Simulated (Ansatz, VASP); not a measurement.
# Two plane-wave programs on AlGaN

```
CELL_PARAMETERS angstrom
3.94820 0.00000 0.00000
0.00000 3.94820 0.00000
0.00000 0.00000 3.51994
ATOMIC_POSITIONS crystal
Al 0.00000 0.00000 0.00000
Ga 0.50000 0.50000 0.00000
N 0.00000 0.00000 0.50000
```

Alike in both runs: functional PBE; k mesh 12 × 12 × 14; occupations gaussian, width 0.1 eV; no spin polarisation.

Ansatz relaxed the structure, and its values are those at the end. VASP's run is a single point on that final structure, the one shown.

|  | VASP | Ansatz |
| --- | --- | --- |
| version | VASP 6.6.1 | Ansatz 0.2.0 |
| potentials or method | VASP PAW PBE potentials, release 64 (Al, Ga_d, N), cutoff 520 eV | scalar-relativistic, plane waves, PAW |
| valence electrons in the cell | 21 | 21 |

```csv
,VASP,Ansatz,Ansatz less VASP
gap on the k mesh at the Fermi level (eV),none,none,-
pressure (GPa),0.0,0.0,0.00
```

A gap of «none» marks a metal or a gap that the smearing closes.
